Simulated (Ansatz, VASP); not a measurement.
**Pb: VASP beside Ansatz**

```xyz
2
Lattice="3.4566 0.0000 0.0000 -1.7283 2.9935 0.0000 0.0000 0.0000 5.5525" Properties=species:S:1:pos:R:3 pbc="T T T"
Pb    0.0000    1.9957    1.3881
Pb    1.7283    0.9978    4.1644
```

Change from the starting cell: volume scaled by 0.98, crystal datasets.

Alike in both runs: task electric field gradients; functional PBEsol; k mesh 12 × 12 × 7; occupations fermi-dirac, width 0.05 eV; no spin polarisation.

|  | VASP | Ansatz |
| --- | --- | --- |
| version | VASP 6.6.1 | Ansatz 0.2.0 |
| potentials or method | VASP PAW PBE potentials, release 64 (Pb_d), cutoff 520 eV | all-electron PAW with datasets made for the crystal, scalar-relativistic |

|  | VASP | Ansatz | Ansatz less VASP |
| --- | --- | --- | --- |
| pressure (GPa) | 1.9 | 2.0 | +0.08 |
| traceless stress, the component that is largest in VASP (GPa) | -0.08 | -0.10 | -0.028 |
| size of Vzz on the site where it differs most (V/Å²) | 5.3 | 3.5 | -1.78 |

VASP's potentials were made for PBE, not for PBEsol. Ansatz ran all-electron here, and VASP with PAW potentials.

Spin-orbit coupling is off throughout.
